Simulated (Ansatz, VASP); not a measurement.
# ZnS: VASP beside Ansatz

Contents of POSCAR:

```
ZnS
1.0
    0.0000000000      2.7857895000      2.7857895000
    2.7857895000      0.0000000000      2.7857895000
    2.7857895000      2.7857895000      0.0000000000
Zn S
1 1
Direct
    0.0000000000      0.0000000000      0.0000000000
    0.7500000000      0.7500000000      0.7500000000
```

File INCAR.step1:

```
SYSTEM = ZnS
PREC = Accurate ; ENCUT = 520
ISMEAR = 0 ; SIGMA = 0.05
LREAL = .False. ; LASPH = .True.
NELM = 80 ; NBANDS = 16
GGA = PE ; ALGO = Normal
EDIFF = 1E-4 ; LWAVE = .True.
LCHARG = .False.
```

INCAR.step2

```
SYSTEM = ZnS
PREC = Accurate ; ENCUT = 520
EDIFF = 1E-7 ; ISMEAR = 0
SIGMA = 0.05 ; LREAL = .False.
LASPH = .True. ; NELM = 80
ALGO = Normal ; ISIF = 2
LWAVE = .False. ; LCHARG = .False.
METAGGA = R2SCAN ; LMIXTAU = .True.
NBANDS = 16 ; ISTART = 1
```

File KPOINTS:

```
regular mesh
0
Gamma
  8 8 8
  0 0 0
```

Input for Ansatz:

```yaml
crystal:
  lattice:
    - [0.0, 2.7857895, 2.7857895]
    - [2.7857895, 0.0, 2.7857895]
    - [2.7857895, 2.7857895, 0.0]
  atoms:
    - { symbol: Zn, position: [0.0, 0.0, 0.0] }
    - { symbol: S, position: [0.75, 0.75, 0.75] }
basis:
  ecutwfc: 500
kpoints:
  mp_grid: { grid: [8, 8, 8] }
hamiltonian:
  xc: r2scan
scf:
  occupations: { method: gaussian, width: 0.05 }
output:
  forces: true
  stress: true
  eigenvalues: true
```

Change from the starting cell: strain +0.030 along x and y, +0.030 along z, atoms carried along.

Alike in both runs: task single point; functional r2SCAN; k mesh 8 × 8 × 8; occupations gaussian, width 0.05 eV; no spin polarisation.

|  | VASP | Ansatz |
| --- | --- | --- |
| version | VASP 6.6.1 | Ansatz 0.2.0 |
| potentials or method | VASP PAW PBE potentials, release 64 (Zn, S), cutoff 520 eV | scalar-relativistic, plane waves, PAW |
| valence electrons in the cell | 18 | 18 |

|  | VASP | Ansatz | Ansatz less VASP |
| --- | --- | --- | --- |
| gap on the k mesh at the Fermi level (eV) | 2.26 | 2.25 | -0.004 |
| least direct gap on the mesh (eV) | 2.26 | 2.25 | -0.004 |
| pressure (GPa) | -6.3 | -6.3 | -0.04 |

VASP's potentials were made for PBE, not for r2SCAN.
